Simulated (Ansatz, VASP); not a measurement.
**AlGa3N4: VASP beside Ansatz**

```
Al Ga N
1.0
     4.27907    0.00000    0.00000
     0.00000    4.27907    0.00000
     0.00000    0.00000    4.27907
Al Ga N
1 3 4
Direct
  0.00000 0.00000 0.00000
  0.50000 0.50000 0.00000
  0.50000 0.00000 0.50000
  0.00000 0.50000 0.50000
  0.75557 0.75557 0.24443
  0.75557 0.24443 0.75557
  0.24443 0.75557 0.75557
  0.24443 0.24443 0.24443
```

Alike in both runs: functional r2SCAN; k mesh 6 × 6 × 6; occupations gaussian, width 0.02 eV; no spin polarisation.

Ansatz relaxed the structure, and its values are those at the end. VASP's run is a single point on that final structure, the one shown.

```csv
,VASP,Ansatz
version,VASP 6.6.1,Ansatz 0.2.0
potentials or method,"VASP PAW PBE potentials, release 64 (Al, Ga_d, N), cutoff 520 eV","scalar-relativistic, plane waves, PAW"
valence electrons in the cell,62,62
```

|  | VASP | Ansatz | Ansatz less VASP |
| --- | --- | --- | --- |
| gap on the k mesh at the Fermi level (eV) | 3.76 | 3.77 | +0.004 |
| least direct gap on the mesh (eV) | 3.76 | 3.77 | +0.004 |
| rms of the force components (eV/Å) | 0.037 | 0.000 | -0.0368 |

VASP's potentials were made for PBE, not for r2SCAN. The functional is the same, so the differences come from potentials, cutoffs and numerics. Ansatz's warnings: stress scf threshold loose.
